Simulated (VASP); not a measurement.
# Mg2I (Pnnm) in VASP: notebook

Mg2I is run at these levels: PBE; tasks: single point, relaxation of cell and atoms.

All numbers are computed with VASP 6.6.1; they aren't measurements. Logs are shortened: lines on timing, memory, paths and dates and some standing lists are left out, and cuts for length are marked.

## 1. The cell of the first run

Symmetry: Pnnm, No. 58, orthorhombic system. Conventional cell: a = 6.235 Å, b = 6.425 Å, c = 4.196 Å, α = 90.00°, β = 90.00°, γ = 90.00°. Within 3.6 Å of Mg (site symmetry m) lie 3 I at 2.70 to 2.76 Å and 1 Mg at 3.60 Å. I (site symmetry 2/m) has 6 Mg at 2.70 to 2.76 Å within 3.6 Å.

## 2. Single point, PBE

INCAR

```
ALGO     = Normal         # electronic algorithm
EDIFF    = 1E-6           # SCF threshold, eV
ENCUT    = 520            # plane-wave cutoff, eV
GGA      = PE             # functional
ISIF     = 2              # what is computed and relaxed
ISMEAR   = 0              # smearing method
LASPH    = True           # aspherical terms in the spheres
LCHARG   = False          # write CHGCAR
LREAL    = False          # projectors in reciprocal space
LWAVE    = False          # write WAVECAR
NBANDS   = 20             # bands
NELM     = 80             # most SCF steps
PREC     = Accurate       # precision mode
SIGMA    = 0.1            # smearing width, eV
```

KPOINTS

```
k-points
0
Gamma
  4 4 4
```

POSCAR

```
Mg2I
1.0
    6.2347044521      0.0000000000      0.0000000000
    0.0000000000      6.4245432094      0.0000000000
    0.0000000000      0.0000000000      4.1964356889
Mg I
4 2
Direct
    0.2250000000      0.8250000000      0.5000000000
    0.7250000000      0.6750000000      0.0000000000
    0.7750000000      0.1750000000      0.5000000000
    0.2750000000      0.3250000000      0.0000000000
    0.5000000000      0.5000000000      0.5000000000
    0.0000000000      0.0000000000      0.0000000000
```

Potentials or basis: VASP PAW PBE potentials, release 64 (Mg, I).

Command:

```console
cat potpaw_PBE.64/Mg/POTCAR potpaw_PBE.64/I/POTCAR > POTCAR
mpirun -np 1 vasp_std > vasp.out
```

OUTCAR:

```text
EDIFF = 1E-6
   ENCUT = 520
   GGA = PE
   ISIF = 2
   ISMEAR = 0
   LASPH = True
   LREAL = False
   NELM = 80
   PREC = Accurate

 ion  position               nearest neighbor table
   1  0.225  0.825  0.500-   5 2.70   6 2.76   6 2.76   3 3.60
   2  0.725  0.675  0.000-   6 2.70   5 2.76   5 2.76   4 3.60
   3  0.775  0.175  0.500-   5 2.70   6 2.76   6 2.76   1 3.60
   4  0.275  0.325  0.000-   6 2.70   5 2.76   5 2.76   2 3.60
   5  0.500  0.500  0.500-   1 2.70   3 2.70   2 2.76   4 2.76   2 2.76   4 2.76
   6  0.000  0.000  0.000-   2 2.70   4 2.70   3 2.76   1 2.76   1 2.76   3 2.76

  LATTYP: Found a simple orthorhombic cell.
 ALAT       =     4.1964356889
 B/A-ratio  =     1.4857142857
 C/A-ratio  =     1.5309523809

  Lattice vectors:

 A1 = (   0.0000000000,   0.0000000000,   4.1964356889)
 A2 = (   6.2347044521,   0.0000000000,   0.0000000000)
 A3 = (   0.0000000000,   6.4245432094,   0.0000000000)

Analysis of symmetry for initial positions (statically):
=====================================================================
 Subroutine PRICEL returns:
 Original cell was already a primitive cell.

 Routine SETGRP: Setting up the symmetry group for a
 simple orthorhombic supercell.

 Subroutine GETGRP returns: Found  8 space group operations
 (whereof  4 operations were pure point group operations)
 out of a pool of  8 trial point group operations.

The static configuration has the point symmetry C_2h.
 The point group associated with its full space group is D_2h.

Analysis of symmetry for dynamics (positions and initial velocities):
=====================================================================
 Subroutine PRICEL returns:
 Original cell was already a primitive cell.

 Routine SETGRP: Setting up the symmetry group for a
 simple orthorhombic supercell.

 Subroutine GETGRP returns: Found  8 space group operations
 (whereof  4 operations were pure point group operations)
 out of a pool of  8 trial point group operations.

The dynamic configuration has the point symmetry C_2h.
 The point group associated with its full space group is D_2h.

 Subroutine INISYM returns: Found  8 space group operations
 (whereof  4 operations are pure point group operations),
 and found     1 'primitive' translations

----------------------------------------------------------------------------------------

                                     Primitive cell

  volume of cell :     168.0888

  direct lattice vectors                    reciprocal lattice vectors
     6.234704452  0.000000000  0.000000000     0.160392527  0.000000000  0.000000000
     0.000000000  6.424543209  0.000000000     0.000000000  0.155653090  0.000000000
     0.000000000  0.000000000  4.196435689     0.000000000  0.000000000  0.238297468

  length of vectors
     6.234704452  6.424543209  4.196435689     0.160392527  0.155653090  0.238297468

  position of ions in fractional coordinates (direct lattice)
     0.225000000  0.825000000  0.500000000
     0.725000000  0.675000000  0.000000000
     0.775000000  0.175000000  0.500000000
     0.275000000  0.325000000  0.000000000
     0.500000000  0.500000000  0.500000000
     0.000000000  0.000000000  0.000000000

  ion indices of the primitive-cell ions
   primitive index   ion index
                 1           1
                 2           2
                 3           3
                 4           4
                 5           5
                 6           6

----------------------------------------------------------------------------------------

 KPOINTS: k-points

Automatic generation of k-mesh.
 Grid dimensions read from file:
 generate k-points for:    4    4    4

 Generating k-lattice:

  Cartesian coordinates                     Fractional coordinates (reciprocal lattice)
     0.040098132  0.000000000  0.000000000     0.250000000  0.000000000  0.000000000
     0.000000000  0.038913272  0.000000000     0.000000000  0.250000000  0.000000000
     0.000000000  0.000000000  0.059574367     0.000000000  0.000000000  0.250000000

  Length of vectors
     0.040098132  0.038913272  0.059574367

  Shift w.r.t. Gamma in fractional coordinates (k-lattice)
     0.000000000  0.000000000  0.000000000

 Subroutine IBZKPT returns following result:
 ===========================================

 Found     27 irreducible k-points:

 Following reciprocal coordinates:
            Coordinates               Weight
  0.000000  0.000000  0.000000      1.000000
  0.250000  0.000000  0.000000      2.000000
  0.500000  0.000000  0.000000      1.000000
  0.000000  0.250000  0.000000      2.000000
  0.250000  0.250000  0.000000      4.000000
  0.500000  0.250000  0.000000      2.000000
[... 16 lines left out ...]
  0.250000  0.250000  0.500000      4.000000
  0.500000  0.250000  0.500000      2.000000
 [... further k-points ...]
   k-points           NKPTS =     27   k-points in BZ     NKDIM =     27   number of bands    NBANDS=     20
   number of dos      NEDOS =    301   number of ions     NIONS =      6
   total plane-waves  NPLWV =  73728
   dimension x,y,z NGX =    48 NGY =   48 NGZ =   32
   dimension x,y,z NGXF=    96 NGYF=   96 NGZF=   64
   ions per type =               4   2
   NGX,Y,Z   is equivalent  to a cutoff of  12.80, 12.42, 12.68 a.u.
   NGXF,Y,Z  is equivalent  to a cutoff of  25.60, 24.84, 25.35 a.u.
 SYSTEM =  unknown system
   PREC   = accura    normal or accurate (medium, high low for compatibility)
   ISTART =      0    job   : 0-new  1-cont  2-samecut
   ICHARG =      2    charge: 1-file 2-atom 10-const
   ISPIN  =      1    spin polarized calculation?
   LNONCOLLINEAR =      F non collinear calculations
   LSORBIT =      F    spin-orbit coupling
   LASPH  =      T    aspherical Exc in radial PAW
   ENCUT  =  520.0 eV  38.22 Ry    6.18 a.u.  11.59 11.95  7.80*2*pi/ulx,y,z
   NELM   =     80;   NELMIN=  2; NELMDL= -5     # of ELM steps
   EDIFF  = 0.1E-05   stopping-criterion for ELM
   LREAL  =      F    real-space projection
   EDIFFG = 0.1E-04   stopping-criterion for IOM
   NSW    =      0    number of steps for IOM
   IBRION =     -1    ionic relax: 0-MD 1-quasi-New 2-CG
   NFREE  =      0    steps in history (QN), initial steepest desc. (CG)
   ISIF   =      2    stress and relaxation
   ISYM   =      2    0-nonsym 1-usesym 2-fastsym
   POTIM  = 0.5000    time-step for ionic-motion
   TEBEG  =    0.0;   TEEND  =   0.0 temperature during run
   PSTRESS=    0.0 pullay stress
   NELECT =      22.0000    total number of electrons
   NUPDOWN=      -1.0000    fix difference up-down
   EMIN   =  10.00;   EMAX   =-10.00  energy-range for DOS
   EFERMI =   0.00;   METHOD = LEGACY
   ISMEAR =     0;   SIGMA  =   0.10  broadening in eV -4-tet -1-fermi 0-gaus
   EFERMI_NEDOS =   21; number of points for ismear=-14 and -15
   IALGO  =     38    algorithm
   IMIX   =      4    mixing-type and parameters
     AMIX     =   0.40;   BMIX     =  1.00
     AMIX_MAG =   1.60;   BMIX_MAG =  1.00
  volume/ion in A,a.u.               =      28.01       189.05
  Fermi-wavevector in a.u.,A,eV,Ry     =   0.831195  1.570730  9.400059  0.690885
  Thomas-Fermi vector in A             =   1.944040
   LORBIT       =      0    0 simple, 1 ext, 2 COOP (PROOUT), +10 PAW based schemes
   GGA     = PE    functional components
   LHFCALC =     F    Hartree Fock is set to
   AEXX    =    0.0000 exact exchange contribution
   IVDW    =     0    specifies the selected vdW correction
   LEPSILON=     F    determine dielectric tensor
   LRPA    =     F    only Hartree local field effects (RPA)
 non-spin polarized calculation
 Gauss-broadening in eV      SIGMA  =   0.10
  energy-cutoff  :      520.00
  volume of cell :      168.09
 maximum number of plane-waves:      4552
 NGX is ok and might be reduce to    48
   NGX = 23   NGY = 23   NGZ = 15

 number of electron      21.9999999 magnetization

 Free energy of the ion-electron system (eV)
  ---------------------------------------------------
  ext. energy  EPLUGINS =         0.00000000
  ---------------------------------------------------
  free energy    TOTEN  =        -5.13885776 eV

  energy without entropy =       -5.11303847  energy(sigma->0) =       -5.12594811

 E-fermi :   4.8637     XC(G=0):  -8.4854

 val. band max:        4.8628850509   @ k =   0.0000   0.2500   0.2500
 cond. band min:       4.8987843748   @ k =   0.2500   0.5000   0.0000
 fundamental gap:      0.0358993239
 Fermi energy:         4.8636733785

 k-point     1 :       0.0000    0.0000    0.0000
  band No.  band energies     occupation
      1     -11.3113      2.00000
      2     -11.0572      2.00000
      3      -2.3718      2.00000
      4      -2.3051      2.00000
      5      -1.1352      2.00000
      6      -1.1320      2.00000
[... 12 lines left out ...]
     19       8.6067      0.00000
     20       9.8290      0.00000

 k-point     2 :       0.2500    0.0000    0.0000
  band No.  band energies     occupation
      1     -11.2735      2.00000
      2     -11.0937      2.00000
      3      -2.2637      2.00000
      4      -2.2330      2.00000
      5      -1.4992      2.00000
      6      -1.3564      2.00000
[... 12 lines left out ...]
     19       8.7526      0.00000
     20       8.8466      0.00000

 k-point     3 :       0.5000    0.0000    0.0000
  band No.  band energies     occupation
      1     -11.1830      2.00000
      2     -11.1830      2.00000
      3      -2.0573      2.00000
      4      -2.0573      2.00000
      5      -1.7890      2.00000
      6      -1.7890      2.00000
[... 12 lines left out ...]
     19       8.7712      0.00000
     20       8.7712      0.00000

 k-point     4 :       0.0000    0.2500    0.0000
  band No.  band energies     occupation
      1     -11.2742      2.00000
      2     -11.0944      2.00000
      3      -2.3068      2.00000
      4      -2.1759      2.00000
      5      -1.4873      2.00000
      6      -1.3447      2.00000
[... 429 lines left out ...]
 k-point    23 :       0.2500    0.2500    0.5000
  band No.  band energies     occupation
      1     -10.9182      2.00000
      2     -10.9181      2.00000
      3      -2.9356      2.00000
      4      -2.8918      2.00000
      5      -1.6240      2.00000
      6      -1.4460      2.00000
[... 12 lines left out ...]
     19       8.8478      0.00000
     20       9.4088      0.00000

 k-point    24 :       0.5000    0.2500    0.5000
  band No.  band energies     occupation
      1     -10.9161      2.00000
      2     -10.9161      2.00000
      3      -2.9011      2.00000
      4      -2.9011      2.00000
      5      -1.5792      2.00000
      6      -1.5792      2.00000
[... 12 lines left out ...]
     19       8.4782      0.00000
     20       8.4782      0.00000

 [... further k-points ...]
[... 5 lines left out ...]
  --------------------------------------------------------------------------------------
  -------------------------------------------------------------------------------------
  Total        9.0095956     10.5479280     10.8762898     -0.0000000      0.0000000      0.0000000
  in kB       85.8770634    100.5400369    103.6698947     -0.0000000      0.0000000      0.0000000
  external PRESSURE =      96.6956650 kB  Pullay stress =       0.0000000 kB

 VOLUME and BASIS-vectors are now :
 -----------------------------------------------------------------------------
  energy-cutoff  :      520.00
  volume of cell :      168.09
      direct lattice vectors                 reciprocal lattice vectors
     6.234704452  0.000000000  0.000000000     0.160392527  0.000000000  0.000000000
     0.000000000  6.424543209  0.000000000     0.000000000  0.155653090  0.000000000
     0.000000000  0.000000000  4.196435689     0.000000000  0.000000000  0.238297468

 POSITION                                       TOTAL-FORCE (eV/Angst)
 -----------------------------------------------------------------------------------
      1.40281      5.30025      2.09822         0.543947      0.109430     -0.000000
      4.52016      4.33657      0.00000         0.543947     -0.109430     -0.000000
      4.83190      1.12430      2.09822        -0.543947     -0.109430      0.000000
      1.71454      2.08798      0.00000        -0.543947      0.109430      0.000000
      3.11735      3.21227      2.09822         0.000000      0.000000      0.000000
      0.00000      0.00000      0.00000         0.000000      0.000000      0.000000
 -----------------------------------------------------------------------------------
    total drift:                               -0.000000     -0.000000     -0.000000

  FREE ENERGIE OF THE ION-ELECTRON SYSTEM (eV)
  ---------------------------------------------------
  free  energy   TOTEN  =        -5.1388577624 eV

  energy  without entropy=       -5.1130384662  energy(sigma->0) =       -5.12594811
```

Wall time 27 s (1 thread of Intel Xeon 6975P-C (Granite Rapids), shared host); peak memory 0.28 GiB.

Results:

| Item | Value |
| --- | --- |
| Free energy | -5.1389 eV |
| Pressure | 9.7 GPa |
| Largest force | 0.555 eV/Å |
| Band gap on the k mesh | zero (bands 11 and 12 overlap by 1.14 eV) |

Forces on the atoms (eV/Å):
```
Mg   0.544  0.109  0.000
Mg   0.544 -0.109  0.000
Mg  -0.544 -0.109  0.000
Mg  -0.544  0.109  0.000
I    0.000  0.000  0.000
I    0.000  0.000  0.000
```

Stress tensor (GPa, compression positive):
```
 8.59  0.00  0.00
 0.00 10.05  0.00
 0.00  0.00 10.37
```

Caveat: the k points lie up to 0.37 Å⁻¹ apart, too coarse for converged energies and pressures of a metal; spin-orbit coupling is left out, which moves the levels of the heavy elements.

[end of part 1 of 2]

The gap in the log of VASP goes by the Fermi energy; the results here count the filled bands.